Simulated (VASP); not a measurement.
# ZrS2 (P-3m1) in VASP: single point with PBE

Aim: the single point of ZrS2 with PBE.

Everything below comes from runs of VASP 6.6.1. Logs are shortened: lines on timing, memory, paths and dates and some standing lists are left out, and cuts for length are marked.

## (1) The cell of the first run

The structure is trigonal, space group P-3m1 (No. 164). Conventional cell: a = 3.691 Å, b = 3.691 Å, c = 6.041 Å, α = 90.00°, β = 90.00°, γ = 120.00°. Within 3.4 Å of Zr (site symmetry -3m) lie 6 S at 2.57 Å. S (site symmetry 3m) has 3 Zr at 2.57 Å within 3.4 Å.

## (2) Single point, PBE

POSCAR reads:

```
ZrS2
1.0
    3.6913830000      0.0000000000      0.0000000000
   -1.8456915000      3.1968314531      0.0000000000
    0.0000000000      0.0000000000      6.0410770000
Zr S
1 2
Direct
    0.0000000000      0.0000000000      0.0000000000
    0.6666666667      0.3333333333      0.7620900000
    0.3333333333      0.6666666667      0.2379100000
```

INCAR.step1 reads:

```
SYSTEM = ZrS2
  PREC = Accurate
  ENCUT = 400
  EDIFF = 1E-6
  ISMEAR = 0
  SIGMA = 0.01
  LREAL = .FALSE.
  LASPH = .TRUE.
  NELM = 120
  ALGO = Normal
  ISIF = 2
  LWAVE = .FALSE.
  LCHARG = .TRUE.
  LMAXMIX = 4
  GGA = PE
  ISYM = 0
  NBANDS = 19
  GGA_COMPAT = .FALSE.
  NEDOS = 2001
  LORBIT = 11
```

KPOINTS.step1 reads:

```
Automatic mesh
0
Gamma
  4 4 2
  0.5 0.5 0.5
```

INCAR.step2 reads:

```
SYSTEM = ZrS2
  PREC = Accurate
  ENCUT = 400
  EDIFF = 1E-6
  ISMEAR = -5
  SIGMA = 0.01
  LREAL = .FALSE.
  LASPH = .TRUE.
  NELM = 120
  ALGO = Normal
  ISIF = 2
  LWAVE = .FALSE.
  LCHARG = .FALSE.
  LMAXMIX = 4
  GGA = PE
  LORBIT = 10
  NEDOS = 1001
  ICHARG = 11
  ISYM = 0
  GGA_COMPAT = .FALSE.
```

KPOINTS.step2 reads:

```
Automatic mesh
0
G
  6 6 3
  0 0 0
```

Potentials or basis: VASP PAW PBE potentials, release 64 (Zr_sv, S).

Command:

```
$ cat potpaw_PBE.64/Zr_sv/POTCAR potpaw_PBE.64/S/POTCAR > POTCAR
$ cp INCAR.step1 INCAR
$ cp KPOINTS.step1 KPOINTS
$ mpirun -np 1 vasp_std > vasp.out
$ cp INCAR.step2 INCAR
$ cp KPOINTS.step2 KPOINTS
$ mpirun -np 1 vasp_std > vasp.out
```

OUTCAR:

```text
SYSTEM = ZrS2
   PREC = Accurate
   ENCUT = 400
   EDIFF = 1E-6
   ISMEAR = -5
   LREAL = .FALSE.
   LASPH = .TRUE.
   NELM = 120
   ISIF = 2
   GGA = PE
   LORBIT = 10
   ICHARG = 11
   ISYM = 0

 ion  position               nearest neighbor table
   1  0.000  0.000  0.000-   2 2.57   3 2.57   2 2.57   3 2.57   2 2.57   3 2.57
   2  0.667  0.333  0.762-   1 2.57   1 2.57   1 2.57
   3  0.333  0.667  0.238-   1 2.57   1 2.57   1 2.57

IMPORTANT INFORMATION: All symmetrisations will be switched off!
NOSYMM: (Re-)initialisation of all symmetry stuff for point group C_1.

----------------------------------------------------------------------------------------

                                     Primitive cell

  volume of cell :      71.2891

  direct lattice vectors                    reciprocal lattice vectors
     3.691383000  0.000000000  0.000000000     0.270901177  0.156404868  0.000000000
    -1.845691500  3.196831453  0.000000000     0.000000000  0.312809735  0.000000000
     0.000000000  0.000000000  6.041077000     0.000000000  0.000000000  0.165533397

  length of vectors
     3.691383000  3.691383000  6.041077000     0.312809735  0.312809735  0.165533397

  position of ions in fractional coordinates (direct lattice)
     0.000000000  0.000000000  0.000000000
     0.666666667  0.333333333  0.762090000
     0.333333333  0.666666667  0.237910000

  ion indices of the primitive-cell ions
   primitive index   ion index
                 1           1
                 2           2
                 3           3

----------------------------------------------------------------------------------------

 KPOINTS: Automatic mesh

Automatic generation of k-mesh.
 Grid dimensions read from file:
 generate k-points for:    6    6    3

 Generating k-lattice:

  Cartesian coordinates                     Fractional coordinates (reciprocal lattice)
     0.045150196  0.026067478  0.000000000     0.166666667  0.000000000  0.000000000
     0.000000000  0.052134956  0.000000000     0.000000000  0.166666667  0.000000000
     0.000000000  0.000000000  0.055177799     0.000000000  0.000000000  0.333333333

  Length of vectors
     0.052134956  0.052134956  0.055177799

  Shift w.r.t. Gamma in fractional coordinates (k-lattice)
     0.000000000  0.000000000  0.000000000

 TETIRR: Found    324 inequivalent tetrahedra from      648

 Subroutine IBZKPT returns following result:
 ===========================================

 Found     56 irreducible k-points:

 Following reciprocal coordinates:
            Coordinates               Weight
  0.000000  0.000000  0.000000      1.000000
  0.166667  0.000000  0.000000      2.000000
  0.000000  0.166667  0.000000      2.000000
 -0.166667  0.166667  0.000000      2.000000
  0.333333  0.000000  0.000000      2.000000
  0.000000  0.333333  0.000000      2.000000
[... 16 lines left out ...]
  0.000000  0.166667  0.333333      2.000000
 -0.166667  0.166667  0.333333      2.000000
 [... further k-points ...]
   k-points           NKPTS =     56   k-points in BZ     NKDIM =     56   number of bands    NBANDS=     16
   number of dos      NEDOS =   1001   number of ions     NIONS =      3
   total plane-waves  NPLWV =  23040
   dimension x,y,z NGX =    24 NGY =   24 NGZ =   40
   dimension x,y,z NGXF=    48 NGYF=   48 NGZF=   80
   ions per type =               1   2
   NGX,Y,Z   is equivalent  to a cutoff of  10.81, 10.81, 11.01 a.u.
   NGXF,Y,Z  is equivalent  to a cutoff of  21.62, 21.62, 22.02 a.u.
 SYSTEM =  ZrS2
   PREC   = accura    normal or accurate (medium, high low for compatibility)
   ISTART =      0    job   : 0-new  1-cont  2-samecut
   ICHARG =     11    charge: 1-file 2-atom 10-const
   ISPIN  =      1    spin polarized calculation?
   LNONCOLLINEAR =      F non collinear calculations
   LSORBIT =      F    spin-orbit coupling
   LASPH  =      T    aspherical Exc in radial PAW
   ENCUT  =  400.0 eV  29.40 Ry    5.42 a.u.   6.02  6.02  9.85*2*pi/ulx,y,z
   NELM   =    120;   NELMIN=  2; NELMDL=  0     # of ELM steps
   EDIFF  = 0.1E-05   stopping-criterion for ELM
   LREAL  =      F    real-space projection
   EDIFFG = 0.1E-04   stopping-criterion for IOM
   NSW    =      0    number of steps for IOM
   IBRION =     -1    ionic relax: 0-MD 1-quasi-New 2-CG
   NFREE  =      0    steps in history (QN), initial steepest desc. (CG)
   ISIF   =      2    stress and relaxation
   ISYM   =      0    0-nonsym 1-usesym 2-fastsym
   POTIM  = 0.5000    time-step for ionic-motion
   TEBEG  =    0.0;   TEEND  =   0.0 temperature during run
   PSTRESS=    0.0 pullay stress
   NELECT =      24.0000    total number of electrons
   NUPDOWN=      -1.0000    fix difference up-down
   EMIN   =  10.00;   EMAX   =-10.00  energy-range for DOS
   EFERMI =   0.00;   METHOD = LEGACY
   ISMEAR =    -5;   SIGMA  =   0.01  broadening in eV -4-tet -1-fermi 0-gaus
   EFERMI_NEDOS =   21; number of points for ismear=-14 and -15
   IALGO  =     38    algorithm
   IMIX   =      4    mixing-type and parameters
     AMIX     =   0.40;   BMIX     =  1.00
     AMIX_MAG =   1.60;   BMIX_MAG =  1.00
  volume/ion in A,a.u.               =      23.76       160.36
  Fermi-wavevector in a.u.,A,eV,Ry     =   1.138861  2.152136 17.646825  1.297005
  Thomas-Fermi vector in A             =   2.275565
   LORBIT       =     10    0 simple, 1 ext, 2 COOP (PROOUT), +10 PAW based schemes
   GGA     = PE    functional components
   LHFCALC =     F    Hartree Fock is set to
   AEXX    =    0.0000 exact exchange contribution
   IVDW    =     0    specifies the selected vdW correction
   LEPSILON=     F    determine dielectric tensor
   LRPA    =     F    only Hartree local field effects (RPA)
 non-spin polarized calculation
 Fermi weights with tetrahedron method with Bloechl corrections
  energy-cutoff  :      400.00
  volume of cell :       71.29
 maximum number of plane-waves:      1308

 number of electron      24.0000004 magnetization

 Free energy of the ion-electron system (eV)
  ---------------------------------------------------
  ext. energy  EPLUGINS =         0.00000000
  ---------------------------------------------------
  free energy    TOTEN  =       -21.41642091 eV

  energy without entropy =      -21.41642091  energy(sigma->0) =      -21.41642091

 E-fermi :   4.0818     XC(G=0):  -9.3251

 val. band max:        4.0608248548   @ k =   0.0000   0.0000   0.0000
 cond. band min:       5.2065338405   @ k =   0.5000   0.5000   0.3333
 fundamental gap:      1.1457089857
 Fermi energy:         4.0818063918

 k-point     1 :       0.0000    0.0000    0.0000
  band No.  band energies     occupation
      1     -44.8517      2.00000
      2     -22.9094      2.00000
      3     -22.7630      2.00000
      4     -22.7630      2.00000
      5      -8.4529      2.00000
      6      -7.0629      2.00000
[... 8 lines left out ...]
     15       6.5552      0.00000
     16       9.1260      0.00000

 k-point     2 :       0.1667    0.0000    0.0000
  band No.  band energies     occupation
      1     -44.8474      2.00000
      2     -22.8960      2.00000
      3     -22.8256      2.00000
      4     -22.7765      2.00000
      5      -8.1874      2.00000
      6      -7.1281      2.00000
[... 8 lines left out ...]
     15       6.8495      0.00000
     16       8.7152      0.00000

 k-point     3 :       0.0000    0.1667    0.0000
  band No.  band energies     occupation
      1     -44.8474      2.00000
      2     -22.8960      2.00000
      3     -22.8256      2.00000
      4     -22.7765      2.00000
      5      -8.1874      2.00000
      6      -7.1281      2.00000
[... 8 lines left out ...]
     15       6.8495      0.00000
     16       8.7149      0.00000

 k-point     4 :      -0.1667    0.1667    0.0000
  band No.  band energies     occupation
      1     -44.8474      2.00000
      2     -22.8960      2.00000
      3     -22.8257      2.00000
      4     -22.7765      2.00000
      5      -8.1874      2.00000
      6      -7.1281      2.00000
[... 8 lines left out ...]
     15       6.8495      0.00000
     16       8.7255      0.00000

 k-point     5 :       0.3333    0.0000    0.0000
  band No.  band energies     occupation
      1     -44.8387      2.00000
      2     -22.9490      2.00000
      3     -22.8682      2.00000
      4     -22.8033      2.00000
      5      -7.6463      2.00000
      6      -7.2073      2.00000
[... 8 lines left out ...]
     15       7.4511      0.00000
     16       9.4445      0.00000

 k-point     6 :       0.0000    0.3333    0.0000
  band No.  band energies     occupation
      1     -44.8387      2.00000
      2     -22.9490      2.00000
      3     -22.8682      2.00000
      4     -22.8033      2.00000
      5      -7.6463      2.00000
      6      -7.2073      2.00000
[... 8 lines left out ...]
     15       7.4511      0.00000
     16       9.4457      0.00000

 k-point     7 :      -0.3333    0.3333    0.0000
  band No.  band energies     occupation
      1     -44.8387      2.00000
      2     -22.9491      2.00000
      3     -22.8682      2.00000
      4     -22.8033      2.00000
      5      -7.6462      2.00000
      6      -7.2073      2.00000
[... 8 lines left out ...]
     15       7.4511      0.00000
     16       9.4548      0.00000

 k-point     8 :       0.5000    0.0000    0.0000
  band No.  band energies     occupation
      1     -44.8344      2.00000
      2     -23.0089      2.00000
      3     -22.8546      2.00000
      4     -22.8165      2.00000
      5      -7.5019      2.00000
      6      -7.0742      2.00000
[... 8 lines left out ...]
     15       7.6349      0.00000
     16       9.8074      0.00000

 k-point     9 :       0.0000    0.5000    0.0000
  band No.  band energies     occupation
      1     -44.8344      2.00000
      2     -23.0089      2.00000
      3     -22.8546      2.00000
      4     -22.8165      2.00000
      5      -7.5019      2.00000
      6      -7.0742      2.00000
[... 8 lines left out ...]
     15       7.6349      0.00000
     16       9.8119      0.00000
[... 172 lines left out ...]
 k-point    19 :       0.5000   -0.1667    0.0000
  band No.  band energies     occupation
      1     -44.8344      2.00000
      2     -22.9767      2.00000
      3     -22.8567      2.00000
      4     -22.8481      2.00000
      5      -7.3999      2.00000
      6      -7.1830      2.00000
[... 8 lines left out ...]
     15       7.4907      0.00000
     16       8.9383      0.00000

 k-point    20 :       0.3333    0.3333    0.0000
  band No.  band energies     occupation
      1     -44.8322      2.00000
      2     -22.9319      2.00000
      3     -22.9319      2.00000
      4     -22.8486      2.00000
      5      -7.2196      2.00000
      6      -7.2196      2.00000
[... 8 lines left out ...]
     15       7.3099      0.00000
     16       9.1279      0.00000

 k-point    21 :       0.0000    0.0000    0.3333
  band No.  band energies     occupation
      1     -44.8517      2.00000
      2     -22.9095      2.00000
      3     -22.7630      2.00000
      4     -22.7630      2.00000
      5      -8.3210      2.00000
      6      -7.2695      2.00000
[... 8 lines left out ...]
     15       6.8194      0.00000
     16       9.3375      0.00000

 k-point    22 :       0.1667    0.0000    0.3333
  band No.  band energies     occupation
      1     -44.8474      2.00000
      2     -22.8961      2.00000
      3     -22.8256      2.00000
      4     -22.7765      2.00000
      5      -8.0573      2.00000
      6      -7.3069      2.00000
[... 8 lines left out ...]
     15       7.1226      0.00000
     16       8.5688      0.00000

 k-point    23 :       0.0000    0.1667    0.3333
  band No.  band energies     occupation
      1     -44.8474      2.00000
      2     -22.8962      2.00000
      3     -22.8256      2.00000
      4     -22.7765      2.00000
      5      -8.0690      2.00000
      6      -7.2900      2.00000
[... 8 lines left out ...]
     15       7.2479      0.00000
     16       8.5706      0.00000

 k-point    24 :      -0.1667    0.1667    0.3333
  band No.  band energies     occupation
      1     -44.8474      2.00000
      2     -22.8961      2.00000
      3     -22.8256      2.00000
      4     -22.7765      2.00000
      5      -8.0573      2.00000
      6      -7.3069      2.00000
[... 8 lines left out ...]
     15       7.1226      0.00000
     16       8.5688      0.00000

 [... further k-points ...]

------------------------ aborting loop because EDIFF is reached ----------------------------------------

  FORCE on cell =-STRESS in cart. coord.  units (eV):
  Direction    XX          YY          ZZ          XY          YZ          ZX
  --------------------------------------------------------------------------------------
  -------------------------------------------------------------------------------------
  Total        0.1498953      0.1501245      0.5283934      0.0001987      0.0000989     -0.0001793
  in kB        3.3688022      3.3739529     11.8753037      0.0044661      0.0022218     -0.0040291
  external PRESSURE =       6.2060196 kB  Pullay stress =       0.0000000 kB

 VOLUME and BASIS-vectors are now :
 -----------------------------------------------------------------------------
  energy-cutoff  :      400.00
  volume of cell :       71.29
      direct lattice vectors                 reciprocal lattice vectors
     3.691383000  0.000000000  0.000000000     0.270901177  0.156404868  0.000000000
    -1.845691500  3.196831453  0.000000000     0.000000000  0.312809735  0.000000000
     0.000000000  0.000000000  6.041077000     0.000000000  0.000000000  0.165533397

 POSITION                                       TOTAL-FORCE (eV/Angst)
 -----------------------------------------------------------------------------------
      0.00000      0.00000      0.00000        -0.000003     -0.000000      0.000001
      1.84569      1.06561      4.60384         0.000018     -0.000007     -0.056297
     -0.00000      2.13122      1.43723        -0.000016      0.000007      0.056296
 -----------------------------------------------------------------------------------
    total drift:                                0.000009      0.000005     -0.000000

  FREE ENERGIE OF THE ION-ELECTRON SYSTEM (eV)
  ---------------------------------------------------
  free  energy   TOTEN  =       -21.4164209071 eV

  energy  without entropy=      -21.4164209071  energy(sigma->0) =      -21.41642091

 total charge

# of ion       s       p       d       tot
------------------------------------------
    1        2.170   6.021   1.418   9.610
    2        1.344   2.418   0.000   3.762
    3        1.344   2.418   0.000   3.762
--------------------------------------------------
tot          4.859  10.856   1.418  17.133
```

Wall time 2.2 min (1 thread of Intel Xeon 8259CL, shared host); peak memory 0.15 GiB.

Results:

```yaml
Valence_electrons_inside_the_program's_atomic_spheres: Zr 9.61; S 3.76
```

Caveat: this functional lacks dispersion, which binds layers or chains, so the pressure and a relaxed spacing across them are unreliable.
